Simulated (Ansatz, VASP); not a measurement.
Si4Ge in VASP and in Ansatz

```xyz
5
Lattice="-1.8641 3.1440 3.8910 1.8641 -3.1440 3.8910 1.8641 3.1440 -3.8910" Properties=species:S:1:pos:R:3 pbc="T T T"
Si    0.0000    1.2160    2.6065
Si    1.8641    1.9279   -1.2845
Si    0.0000    1.2160    5.1754
Si    1.8641    1.9279    1.2845
Ge    0.0000    0.0000    0.0000
```

Change from the starting cell: species swapped into the CrB4 type (Immm, No. 71).

Alike in both runs: functional PBE; k mesh 5 × 5 × 5; occupations gaussian, width 0.2 eV; no spin polarisation.

Ansatz relaxed the structure, and its values are those at the end. VASP's run is a single point on that final structure, the one shown.

|  | VASP | Ansatz |
| --- | --- | --- |
| version | VASP 6.6.1 | Ansatz 0.2.0 |
| potentials or method | VASP PAW PBE potentials, release 64 (Si, Ge_d), cutoff 500 eV | scalar-relativistic, plane waves, PAW |
| valence electrons in the cell | 30 | 30 |

Ansatz gave:

```
gap on the k mesh at the Fermi level (eV) : none
pressure (GPa)                            : 0.4
rms of the force components (eV/Å)        : 0.008
```

Task: What did VASP give for the same quantities?

Result: gap on the k mesh at the Fermi level (eV): none; pressure (GPa): 0.3; rms of the force components (eV/Å): 0.007.

A gap of «none» marks a metal or a gap that the smearing closes.

The k mesh is coarse, so the values compare programs but aren't converged.
